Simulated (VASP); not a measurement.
AgI:

```
Ag I
1.0
     4.50628    0.00000    0.00000
    -2.25314    3.90255    0.00000
     0.00000    0.00000   15.26237
Ag I
4 4
Direct
  0.00000 0.00000 0.32347
  0.66667 0.33333 0.42647
  0.33333 0.66667 0.92647
  0.00000 0.00000 0.82347
  0.00000 0.00000 0.01164
  0.66667 0.33333 0.23842
  0.33333 0.66667 0.73842
  0.00000 0.00000 0.51164
```

- Program: VASP 6.6.1
- Task: relaxation of cell and atoms
- Functional: PBE
- Dispersion: D3(BJ)
- Potentials or basis: VASP PAW PBE potentials, release 64 (Ag, I)
- Cutoff: 500 eV
- k mesh: 6 × 6 × 2
- Occupations: fermi-dirac, width 0.02 eV
- Spin: no spin polarisation

At the start: pressure -1.0 GPa; volume 33.55 Å³/atom.

How do energy, volume and symmetry change on relaxing?

Over 19 steps the energy falls by 9.1 meV/atom and the volume is 31.10 Å³/atom (-7.3 %); space group P6_3mc (No. 186, to 0.1 Å) before and after.

Step by step:
| step | energy change (eV) | largest force (eV/Å) | pressure (GPa) | volume (Å³) |
| --- | --- | --- | --- | --- |
| 1 | 0.0000 | 0.0498 | -1.00 | 268.40 |
| 2 | -0.0276 | 0.2126 | -0.02 | 260.36 |
| 3 | -0.0277 | 0.2236 | 0.04 | 259.95 |
| 4 | -0.0369 | 0.1738 | 0.02 | 258.50 |
| 5 | -0.0436 | 0.0661 | 0.01 | 254.96 |
| 6 | -0.0516 | 0.0478 | -0.02 | 253.57 |
| 7 | -0.0660 | 0.0487 | -0.08 | 249.38 |
| 8 | -0.0669 | 0.0822 | -0.08 | 247.95 |
| 9 | -0.0698 | 0.0491 | 0.29 | 246.59 |
| 10 | -0.0705 | 0.0319 | 0.17 | 247.00 |
| 11 | -0.0717 | 0.0383 | -0.08 | 248.82 |
| 12 | -0.0718 | 0.0373 | -0.01 | 248.49 |
| 13 | -0.0718 | 0.0374 | -0.02 | 248.55 |
| 14 | -0.0723 | 0.0287 | -0.02 | 248.62 |
| 15 | -0.0729 | 0.0143 | 0.02 | 248.83 |
| 16 | -0.0729 | 0.0110 | -0.07 | 249.20 |
| 17 | -0.0729 | 0.0060 | -0.01 | 248.96 |
| 18 | -0.0729 | 0.0053 | -0.01 | 248.97 |
| 19 | -0.0730 | 0.0026 | 0.00 | 248.80 |

Final structure:
```
Ag I
1.0
     4.43465    0.00000    0.00000
    -2.21732    3.84052    0.00000
     0.00000    0.00000   14.60849
Ag I
4 4
Cartesian
  0.0000 0.0000 4.6958
  2.2173 1.2802 6.2643
  0.0000 2.5603 13.5685
  0.0000 0.0000 12.0000
  0.0000 0.0000 0.2665
  2.2173 1.2802 3.3819
  0.0000 2.5603 10.6862
  0.0000 0.0000 7.5708
```
